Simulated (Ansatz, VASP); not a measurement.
**Two plane-wave programs on BaTiO3**

File POSCAR:

```
BaTiO3
1.0
    4.0524349834      0.0000000000      0.0000000000
    0.0000000000      4.0524349834      0.0000000000
    0.0000000000      0.0000000000      4.0708744845
Ba Ti O
1 1 3
Direct
    0.0000000000      0.0000000000      0.0000000000
    0.5000000000      0.5000000000      0.4900000000
    0.0000000000      0.5000000000      0.5170000000
    0.5000000000      0.0000000000      0.5170000000
    0.5000000000      0.5000000000      0.0190000000
```

The input INCAR.step1:

```
SYSTEM = BaTiO3
ALGO = Normal
EDIFF = 1E-4
ENCUT = 520
GGA = PE
GGA_COMPAT = .False.
ISMEAR = -1
LASPH = .True.
LCHARG = .False.
LMAXMIX = 4
LREAL = .False.
LSORBIT = .True.
LWAVE = .True.
MAGMOM = 0 0 0 0 0 0 0 0 0 0 0 0 0 0 0
NBANDS = 55
NELM = 150
PREC = Accurate
SIGMA = 0.05
```

The input INCAR.step2:

```
SYSTEM = BaTiO3
ALGO = Normal
EDIFF = 1E-7
ENCUT = 520
GGA_COMPAT = .False.
ISIF = 2
ISMEAR = -1
ISTART = 1
LASPH = .True.
LCHARG = .False.
LMAXMIX = 4
LMIXTAU = .True.
LORBIT = 11
LORBMOM = .True.
LREAL = .False.
LSORBIT = .True.
LWAVE = .False.
MAGMOM = 0 0 0 0 0 0 0 0 0 0 0 0 0 0 0
METAGGA = R2SCAN
NBANDS = 55
NELM = 150
PREC = Accurate
SIGMA = 0.05
```

Contents of KPOINTS:

```
k-points
0
Gamma
  7 7 7
  0 0 0
```

Contents of input.yaml:

```yaml
crystal:
  lattice:
    - [4.0524349834, 0.0, 0.0]
    - [0.0, 4.0524349834, 0.0]
    - [0.0, 0.0, 4.0708744845]
  atoms:
    - { symbol: Ba, position: [0.0, 0.0, 0.0] }
    - { symbol: Ti, position: [0.5, 0.5, 0.49] }
    - { symbol: O, position: [0.0, 0.5, 0.517] }
    - { symbol: O, position: [0.5, 0.0, 0.517] }
    - { symbol: O, position: [0.5, 0.5, 0.019] }
hamiltonian:
  xc: r2scan
  pseudopotentials: { kind: paw_fr }
magnetization:
  noncollinear: true
  spin_orbit: true
kpoints:
  mp_grid: { grid: [7, 7, 7] }
scf:
  occupations: { method: fermi_dirac, width: 0.05 }
output:
  forces: true
  stress: true
  eigenvalues: true
```

Alike in both runs: task single point; functional r2SCAN; k mesh 7 × 7 × 7; occupations fermi-dirac, width 0.05 eV; non-collinear spin, spin-orbit coupling.

|  | VASP | Ansatz |
| --- | --- | --- |
| version | VASP 6.6.1 | Ansatz 0.2.0 |
| potentials or method | VASP PAW PBE potentials, release 64 (Ba_sv, Ti_sv, O) | Ansatz PAW |
| plane-wave cutoff (eV) | 520 | 500 |
| valence electrons in the cell | 40 | 40 |

```tsv
	VASP	Ansatz	Ansatz less VASP
pressure (GPa)	-5.4	-7.1	-1.70
traceless stress, the component that is largest in VASP (GPa)	0.53	0.48	-0.057
rms of the force components (eV/Å)	0.167	0.194	+0.0264
```

VASP's potentials were made for PBE, not for r2SCAN. Atom by atom the forces differ by 0.032 eV/Å (rms over components). The functional is the same, so the differences come from potentials, cutoffs and numerics.

Noted on Ansatz's run: odd divisions of the mesh miss points on the zone boundary, where band edges often lie, so the gap on the mesh can be too wide.
